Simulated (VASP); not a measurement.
NaH, 2 atoms in the cell. It takes space group F-43m (No. 216, cubic). Conventional cell: a = 5.194 Å, b = 5.194 Å, c = 5.194 Å, α = 90.00°, β = 90.00°, γ = 90.00°. Within 3.0 Å of Na (site symmetry -43m) lie 4 H at 2.25 Å. H (site symmetry -43m) has 4 Na at 2.25 Å within 3.0 Å. 

```yaml
Program: VASP 6.6.1
Task: single point
Functional: PBE-based screened hybrid
Potentials_or_basis: VASP PAW PBE potentials, release 64 (Na_pv, H)
Cutoff: 520 eV
k_mesh: 4 × 4 × 4
Occupations: gaussian, width 0.01 eV
Spin: no spin polarisation
Dipole_correction: no
Grid_for_exact_exchange_PRECFOCK: Normal
Share_of_exact_exchange: 0.5
Further_INCAR_settings: ALGO = Normal; EDIFF = 1e-06; NBANDS = 11
Screening_parameter: 0.5 1/Å
```

Potentials or basis: VASP PAW PBE potentials, release 64 (Na_pv, H).

Command:

```sh
$ cat potpaw_PBE.64/Na_pv/POTCAR potpaw_PBE.64/H/POTCAR > POTCAR
$ cp INCAR.step1 INCAR
$ mpirun -np 1 vasp_std > vasp.out
$ cp INCAR.step2 INCAR
$ mpirun -np 1 vasp_std > vasp.out
```

Hardware: 1 thread of AMD EPYC 7R43 64-Core Processor (Zen 3), with other jobs on the host.

Estimate the wall time of this run.

Wall time 110 s on 1 thread of AMD EPYC 7R43 64-Core Processor (Zen 3) (shared host), peak memory 0.22 GiB. Counts: k points 8.
